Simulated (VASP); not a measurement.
# InSb (F-43m) in VASP: further runs

InSb is run at these levels: PBEsol; tasks: single point.

Everything below comes from runs of VASP 6.6.1. Logs are shortened: lines on timing, memory, paths and dates and some standing lists are left out, and cuts for length are marked.

## Step 1: The cell of the first run

The structure is cubic, space group F-43m (No. 216). Conventional cell: a = 6.520 Å, b = 6.520 Å, c = 6.520 Å, α = 90.00°, β = 90.00°, γ = 90.00°. Within 3.7 Å of In (site symmetry -43m) lie 4 Sb at 2.82 Å. Sb (site symmetry -43m) has 4 In at 2.82 Å within 3.7 Å.

## Step 2: Single point, PBEsol

Contents of INCAR:

```
ALGO = Normal
EDIFF = 1E-6
ENCUT = 520
GGA = PS
ISIF = 2
ISMEAR = 0
LASPH = T
LCHARG = T
LELF = T
LREAL = F
LVHAR = T
LWAVE = F
NBANDS = 16
NELM = 100
PREC = Accurate
SIGMA = 0.1
```

Contents of KPOINTS:

```
k-points
0
Gamma
  4 4 4
```

Contents of POSCAR:

```
InSb
1.0
    0.0000000000      3.2599290538      3.2599290538
    3.2599290538      0.0000000000      3.2599290538
    3.2599290538      3.2599290538      0.0000000000
In Sb
1 1
Direct
    0.0000000000      0.0000000000      0.0000000000
    0.2500000000      0.2500000000      0.2500000000
```

Potentials or basis: VASP PAW PBE potentials, release 64 (In_d, Sb).

The run is started by

```bash
$ cat potpaw_PBE.64/In_d/POTCAR potpaw_PBE.64/Sb/POTCAR > POTCAR
$ mpirun -np 1 vasp_std > vasp.out
```

OUTCAR:

```text
EDIFF = 1E-6
   ENCUT = 520
   GGA = PS
   ISIF = 2
   ISMEAR = 0
   LASPH = T
   LREAL = F
   NELM = 100
   PREC = Accurate

 ion  position               nearest neighbor table
   1  0.000  0.000  0.000-   2 2.82   2 2.82   2 2.82   2 2.82
   2  0.250  0.250  0.250-   1 2.82   1 2.82   1 2.82   1 2.82

  LATTYP: Found a face centered cubic cell.
 ALAT       =     6.5198581076

  Lattice vectors:

 A1 = (   0.0000000000,   3.2599290538,   3.2599290538)
 A2 = (   3.2599290538,   0.0000000000,   3.2599290538)
 A3 = (   3.2599290538,   3.2599290538,   0.0000000000)

Analysis of symmetry for initial positions (statically):
=====================================================================
 Subroutine PRICEL returns:
 Original cell was already a primitive cell.

 Routine SETGRP: Setting up the symmetry group for a
 face centered cubic supercell.

 Subroutine GETGRP returns: Found 24 space group operations
 (whereof 24 operations were pure point group operations)
 out of a pool of 48 trial point group operations.

The static configuration has the point symmetry T_d .

Analysis of symmetry for dynamics (positions and initial velocities):
=====================================================================
 Subroutine PRICEL returns:
 Original cell was already a primitive cell.

 Routine SETGRP: Setting up the symmetry group for a
 face centered cubic supercell.

 Subroutine GETGRP returns: Found 24 space group operations
 (whereof 24 operations were pure point group operations)
 out of a pool of 48 trial point group operations.

The dynamic configuration has the point symmetry T_d .

 Subroutine INISYM returns: Found 24 space group operations
 (whereof 24 operations are pure point group operations),
 and found     1 'primitive' translations

----------------------------------------------------------------------------------------

                                     Primitive cell

  volume of cell :      69.2874

  direct lattice vectors                    reciprocal lattice vectors
     0.000000000  3.259929054  3.259929054    -0.153377571  0.153377571  0.153377571
     3.259929054  0.000000000  3.259929054     0.153377571 -0.153377571  0.153377571
     3.259929054  3.259929054  0.000000000     0.153377571  0.153377571 -0.153377571

  length of vectors
     4.610235880  4.610235880  4.610235880     0.265657746  0.265657746  0.265657746

  position of ions in fractional coordinates (direct lattice)
     0.000000000  0.000000000  0.000000000
     0.250000000  0.250000000  0.250000000

[... 60 lines left out ...]
   LREAL  =      F    real-space projection
   EDIFFG = 0.1E-04   stopping-criterion for IOM
   NSW    =      0    number of steps for IOM
   IBRION =     -1    ionic relax: 0-MD 1-quasi-New 2-CG
   NFREE  =      0    steps in history (QN), initial steepest desc. (CG)
   ISIF   =      2    stress and relaxation
   ISYM   =      2    0-nonsym 1-usesym 2-fastsym
   POTIM  = 0.5000    time-step for ionic-motion
   TEBEG  =    0.0;   TEEND  =   0.0 temperature during run
   PSTRESS=    0.0 pullay stress
   NELECT =      18.0000    total number of electrons
   NUPDOWN=      -1.0000    fix difference up-down
   EMIN   =  10.00;   EMAX   =-10.00  energy-range for DOS
   EFERMI =   0.00;   METHOD = LEGACY
   ISMEAR =     0;   SIGMA  =   0.10  broadening in eV -4-tet -1-fermi 0-gaus
   EFERMI_NEDOS =   21; number of points for ismear=-14 and -15
   IALGO  =     38    algorithm
   IMIX   =      4    mixing-type and parameters
     AMIX     =   0.40;   BMIX     =  1.00
     AMIX_MAG =   1.60;   BMIX_MAG =  1.00
  volume/ion in A,a.u.               =      34.64       233.79
  Fermi-wavevector in a.u.,A,eV,Ry     =   1.044594  1.973996 14.846359  1.091177
  Thomas-Fermi vector in A             =   2.179353
   LORBIT       =      0    0 simple, 1 ext, 2 COOP (PROOUT), +10 PAW based schemes
   GGA     = PS    functional components
   LHFCALC =     F    Hartree Fock is set to
   AEXX    =    0.0000 exact exchange contribution
   IVDW    =     0    specifies the selected vdW correction
   LEPSILON=     F    determine dielectric tensor
   LRPA    =     F    only Hartree local field effects (RPA)
 non-spin polarized calculation
 Gauss-broadening in eV      SIGMA  =   0.10
  energy-cutoff  :      520.00
  volume of cell :       69.29
 maximum number of plane-waves:      1892
 NGX is ok and might be reduce to    36
   NGX = 17   NGY = 17   NGZ = 17

 number of electron      17.9999994 magnetization

 Free energy of the ion-electron system (eV)
  ---------------------------------------------------
  ext. energy  EPLUGINS =         0.00000000
  ---------------------------------------------------
  free energy    TOTEN  =        -7.54986921 eV

  energy without entropy =       -7.54745886  energy(sigma->0) =       -7.54866404

 E-fermi :   4.8345     XC(G=0):  -8.7665

 val. band max:        4.8040759946   @ k =   0.0000   0.0000   0.0000
 cond. band min:       5.2289899625   @ k =   0.5000   0.0000   0.0000
 fundamental gap:      0.4249139679
 Fermi energy:         4.8345329630

 k-point     1 :       0.0000    0.0000    0.0000
  band No.  band energies     occupation
      1      -9.7263      2.00000
      2      -9.7263      2.00000
      3      -9.7263      2.00000
      4      -9.6465      2.00000
      5      -9.6465      2.00000
      6      -5.8265      2.00000
[... 129 lines left out ...]
      3      -9.6872      2.00000
      4      -9.6554      2.00000
      5      -9.6442      2.00000
      6      -3.8643      2.00000
[... 8 lines left out ...]
     15      14.4683      0.00000
     16      15.1267      0.00000

------------------------ aborting loop because EDIFF is reached ----------------------------------------

  FORCE on cell =-STRESS in cart. coord.  units (eV):
  Direction    XX          YY          ZZ          XY          YZ          ZX
  --------------------------------------------------------------------------------------
  -------------------------------------------------------------------------------------
  Total        0.2172687      0.2172687      0.2172687      0.0000000      0.0000000      0.0000000
  in kB        5.0240435      5.0240435      5.0240435      0.0000000      0.0000000      0.0000000
  external PRESSURE =       5.0240435 kB  Pullay stress =       0.0000000 kB

 VOLUME and BASIS-vectors are now :
 -----------------------------------------------------------------------------
  energy-cutoff  :      520.00
  volume of cell :       69.29
      direct lattice vectors                 reciprocal lattice vectors
     0.000000000  3.259929054  3.259929054    -0.153377571  0.153377571  0.153377571
     3.259929054  0.000000000  3.259929054     0.153377571 -0.153377571  0.153377571
     3.259929054  3.259929054  0.000000000     0.153377571  0.153377571 -0.153377571

 POSITION                                       TOTAL-FORCE (eV/Angst)
 -----------------------------------------------------------------------------------
      0.00000      0.00000      0.00000        -0.000000     -0.000000     -0.000000
      1.62996      1.62996      1.62996         0.000000      0.000000      0.000000
 -----------------------------------------------------------------------------------
    total drift:                               -0.000000     -0.000000     -0.000000

  FREE ENERGIE OF THE ION-ELECTRON SYSTEM (eV)
  ---------------------------------------------------
  free  energy   TOTEN  =        -7.5498692102 eV

  energy  without entropy=       -7.5474588608  energy(sigma->0) =       -7.54866404
```

stdout:

```text
POSCAR found type information on POSCAR InSb
 POSCAR found :  2 types and       2 ions
 scaLAPACK will be used
 -----------------------------------------------------------------------------
|                                                                             |
|                                                                             |
|     You enforced a specific xc type in the INCAR file but a different       |
|     I HOPE YOU KNOW WHAT YOU ARE DOING!                                     |
|                                                                             |
 -----------------------------------------------------------------------------

 LDA part: xc-table for (Slater+PW92), standard interpolation
 POSCAR, INCAR and KPOINTS ok, starting setup
 FFT: planning ... GRIDC
 FFT: planning ... GRID_SOFT
 FFT: planning ... GRID
 WAVECAR not read
 entering main loop
```

Run time: 22 s. Hardware: 1 thread of Intel Xeon 8259CL, shared host; peak memory 0.2 GiB.

What came out:

| Quantity | Value |
| --- | --- |
| Free energy | -7.5499 eV |
| Pressure | 0.5 GPa |
| Band gap on the k mesh | zero (filled and empty bands touch) |

Caveat: the k points lie up to 0.42 Å⁻¹ apart; the PAW data sets were made with another functional, which shifts forces and pressure a little; spin-orbit coupling is left out, which moves the levels of the heavy elements.

## Step 3: Single point, PBEsol

This run uses another cell than the first one, of 33.98 Å³/atom, 0.981 times its volume.

Contents of INCAR:

```
SYSTEM = InSb
ALGO = Normal
EDIFF = 1E-6
ENCUT = 520
GGA = PS
ISIF = 2
ISMEAR = 0
LASPH = .True.
LCHARG = .True.
LELF = .True.
LREAL = .False.
LVHAR = .True.
LWAVE = .False.
NBANDS = 16
NELM = 100
PREC = Accurate
SIGMA = 0.1
```

Contents of KPOINTS:

```
k-points
0
Gamma
  6 6 6
  0 0 0
```

Contents of POSCAR:

```
InSb
1.0
    0.0000000000      3.2391000000      3.2391000000
    3.2391000000      0.0000000000      3.2391000000
    3.2391000000      3.2391000000      0.0000000000
In Sb
1 1
Direct
    0.0000000000      0.0000000000      0.0000000000
    0.2500000000      0.2500000000      0.2500000000
```

Potentials or basis: VASP PAW PBE potentials, release 64 (In_d, Sb).

The run is started by

```bash
$ cat potpaw_PBE.64/In_d/POTCAR potpaw_PBE.64/Sb/POTCAR > POTCAR
$ mpirun -np 1 vasp_std > vasp.out
```

It took 36 s on 1 thread of Intel Xeon 8259CL, shared host; peak memory 0.21 GiB.

It converged, with:

```
Free energy            : -7.6734 eV
Pressure               : 0.9 GPa
Band gap on the k mesh : zero (filled and empty bands touch)
```

Levels at points of the mesh, in eV from the Fermi level:
| k point | band 6 | band 7 | band 8 | band 9 | band 10 | band 11 | band 12 | band 13 |
| --- | --- | --- | --- | --- | --- | --- | --- | --- |
| (0.00, 0.00, 0.00) | -10.78 | -0.29 | -0.03 | -0.03 | -0.03 | 2.90 | 2.90 | 2.90 |
| (0.50, 0.00, 0.00) | -9.41 | -5.69 | -1.05 | -1.05 | 0.44 | 3.74 | 3.74 | 5.92 |
| (0.50, 0.50, 0.00) | -8.79 | -5.99 | -2.31 | -2.31 | 1.22 | 1.23 | 8.09 | 8.09 |

Caveat: the PAW data sets were made with another functional, which shifts forces and pressure a little; spin-orbit coupling is left out, which moves the levels of the heavy elements.

## Step 4: Single point, PBEsol

Contents of INCAR:

```
SYSTEM = InSb
  PREC = Accurate
  ENCUT = 520
  EDIFF = 1E-6
  ISMEAR = 0
  SIGMA = 0.1
  LREAL = .False.
  LASPH = .True.
  NELM = 100
  ALGO = Normal
  ISIF = 2
  LWAVE = .False.
  LCHARG = .False.
  GGA = PS
  NBANDS = 16
```

Contents of KPOINTS:

```
regular mesh
0
Gamma
  12 12 12
  0 0 0
```

Contents of POSCAR:

```
InSb
1.0
    0.0000000000      3.2599290538      3.2599290538
    3.2599290538      0.0000000000      3.2599290538
    3.2599290538      3.2599290538      0.0000000000
In Sb
1 1
Direct
    0.0000000000      0.0000000000      0.0000000000
    0.2500000000      0.2500000000      0.2500000000
```

The run is started by

```bash
$ cat potpaw_PBE.64/In_d/POTCAR potpaw_PBE.64/Sb/POTCAR > POTCAR
$ mpirun -np 1 vasp_std > vasp.out
```

It took 1.9 min on 1 thread of Intel Xeon 8259CL, shared host; peak memory 0.25 GiB.

Results (log left out):

| Quantity | Value |
| --- | --- |
| Free energy | -7.7008 eV |
| Pressure | 0.0 GPa |
| Band gap on the k mesh | zero (filled and empty bands touch) |

Levels at points of the mesh, in eV from the Fermi level:
```csv
k point,band 5,band 6,band 7,band 8,band 9,band 10,band 11,band 12,band 13,band 14
"(0.00, 0.00, 0.00)",-14.48,-10.69,-0.42,-0.06,-0.06,-0.06,2.88,2.88,2.88,5.49
"(0.50, 0.00, 0.00)",-14.47,-9.36,-5.63,-1.04,-1.04,0.38,3.72,3.72,5.91,8.01
"(0.50, 0.50, 0.00)",-14.47,-8.77,-5.92,-2.27,-2.27,1.22,1.23,7.96,7.96,8.53
```

Caveat: the PAW data sets were made with another functional, which shifts forces and pressure a little; spin-orbit coupling is left out, which moves the levels of the heavy elements.

## Step 5: Summary

```csv
cell,k mesh,gap on the mesh (eV),pressure (GPa)
"a = 4.610 Å, angles 60.0°, 2 atoms",4 × 4 × 4,none,0.5
"a = 4.581 Å, angles 60.0°, 2 atoms",6 × 6 × 6,none,0.9
"a = 4.610 Å, angles 60.0°, 2 atoms",12 × 12 × 12,none,0.0
```

Alike in all rows: task single point; level PBEsol; potentials or basis VASP PAW PBE potentials, release 64 (In_d, Sb); no spin polarisation; cutoff (eV) 520; smearing gaussian 0.1 eV.

Caveats: some runs use coarse meshes; the PAW data sets were made with another functional, which shifts forces and pressure a little; spin-orbit coupling is left out, which moves the levels of the heavy elements.

Total energies depend on the potentials used, so only differences within one code and one set of settings carry meaning.
